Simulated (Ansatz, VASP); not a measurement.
## TaAs: VASP beside Ansatz

```
Ta As
1.0
     0.00000    2.63282    2.63282
     2.63282    0.00000    2.63282
     2.63282    2.63282    0.00000
Ta As
1 1
Direct
  0.00000 0.00000 0.00000
  0.50000 0.50000 0.50000
```

Change from the starting cell: species swapped into the ErS type (Fm-3m, No. 225).

Alike in both runs: functional PBE; k mesh 7 × 7 × 7; occupations gaussian, width 0.2 eV; no spin polarisation.

Ansatz relaxed the structure, and its values are those at the end. VASP's run is a single point on that final structure, the one shown.

|  | VASP | Ansatz |
| --- | --- | --- |
| version | VASP 6.6.1 | Ansatz 0.2.0 |
| potentials or method | VASP PAW PBE potentials, release 64 (Ta_pv, As), cutoff 500 eV | scalar-relativistic, plane waves, PAW |
| valence electrons in the cell | 16 | 28 |

Ansatz gave:

| Item | Value |
| --- | --- |
| gap on the k mesh at the Fermi level (eV) | none |
| pressure (GPa) | 0.1 |

Q: What did VASP give for the same quantities?

A: gap on the k mesh at the Fermi level (eV): none; pressure (GPa): 0.5.

A gap of «none» marks a metal or a gap that the smearing closes. VASP's potentials hold 16 valence electrons a cell and Ansatz's 28, so a difference there can come from the potentials and not from the codes.

Spin-orbit coupling is off throughout.
